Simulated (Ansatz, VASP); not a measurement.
**MgB2: VASP beside Ansatz**

File INCAR:

```
PREC = Accurate ; ENCUT = 520
EDIFF = 1E-8 ; ISMEAR = -1
SIGMA = 0.05 ; LREAL = False
LASPH = True ; NELM = 100
ALGO = Normal ; ISIF = 2
LWAVE = False ; LCHARG = False
GGA = CA ; LEFG = True
NBANDS = 11
```

KPOINTS

```
Automatic mesh
0
Gamma
  12 12 9
```

The input POSCAR:

```
MgB2
1.0
    3.0642953789      0.0000000000      0.0000000000
   -1.5321476895      2.6537576429      0.0000000000
    0.0000000000      0.0000000000      3.4993549923
Mg B
1 2
Direct
    0.0000000000      0.0000000000      0.0000000000
    0.3333333333      0.6666666667      0.5000000000
    0.6666666667      0.3333333333      0.5000000000
```

Input for Ansatz:

```yaml
crystal:
  lattice:
    - [3.0642953789, 0.0, 0.0]
    - [-1.5321476895, 2.6537576429, 0.0]
    - [0.0, 0.0, 3.4993549923]
  atoms:
    - { symbol: Mg, position: [0.0, 0.0, 0.0] }
    - { symbol: B, position: [0.3333333333, 0.6666666667, 0.5] }
    - { symbol: B, position: [0.6666666667, 0.3333333333, 0.5] }
kpoints:
  mp_grid: { grid: [12, 12, 9] }
scf:
  occupations: { method: fermi_dirac, width: 0.05 }
hamiltonian:
  xc: lda
  pseudopotentials: { kind: paw }
output:
  forces: true
  stress: true
  eigenvalues: true
  efg: { contact_densities: true }
```

Change from the starting cell: volume scaled by 0.98, PAW files.

Alike in both runs: task electric field gradients; functional LDA; k mesh 12 × 12 × 9; occupations fermi-dirac, width 0.05 eV; no spin polarisation.

|  | VASP | Ansatz |
| --- | --- | --- |
| version | VASP 6.6.1 | Ansatz 0.2.0 |
| potentials or method | VASP PAW LDA potentials, release 64 (Mg, B) | PAW with Ansatz's default frozen-core files, scalar-relativistic |
| plane-wave cutoff (eV) | 520 | 420 |
| valence electrons in the cell | 8 | 16 |

Ansatz gave:

- pressure (GPa): -4.7
- traceless stress, the component that is largest in VASP (GPa): -0.01
- size of Vzz on the site where it differs most (V/Å²): 17.8

Q: Which values does VASP return?

A: Pressure (GPa): -5.3; traceless stress, the component that is largest in VASP (GPa): -0.09; size of Vzz on the site where it differs most (V/Å²): 20.2.

LDA's correlation is that of Perdew and Zunger in VASP and of Perdew and Wang (1992) in Ansatz. VASP's potentials hold 8 valence electrons a cell and Ansatz's 16, so a difference there can come from the potentials and not from the codes.
